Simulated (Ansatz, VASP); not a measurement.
# CdF2 in VASP and in Ansatz

```
Cd F
1.0
     0.00000    2.76482    2.69183
     2.76482    0.00000    2.69183
     2.76482    2.76482    0.00000
Cd F
1 2
Direct
  0.00000 0.00000 0.00000
  0.25000 0.25000 0.25000
  0.75000 0.75000 0.75000
```

Alike in both runs: task single point; functional PBE; k mesh 8 × 8 × 8; occupations gaussian, width 0.05 eV; no spin polarisation.

|  | VASP | Ansatz |
| --- | --- | --- |
| version | VASP 6.6.1 | Ansatz 0.2.0 |
| potentials or method | VASP PAW PBE potentials, release 64 (Cd, F), cutoff 520 eV | scalar-relativistic, plane waves, PAW |
| valence electrons in the cell | 26 | 34 |

|  | VASP | Ansatz | Ansatz less VASP |
| --- | --- | --- | --- |
| gap on the k mesh at the Fermi level (eV) | 2.86 | 2.89 | +0.030 |
| least direct gap on the mesh (eV) | 3.41 | 3.44 | +0.030 |
| pressure (GPa) | 0.6 | 0.0 | -0.53 |
| traceless stress, the component that is largest in VASP (GPa) | 1.86 | 1.89 | +0.026 |

VASP's potentials hold 26 valence electrons a cell and Ansatz's 34, so a difference there can come from the potentials and not from the codes.
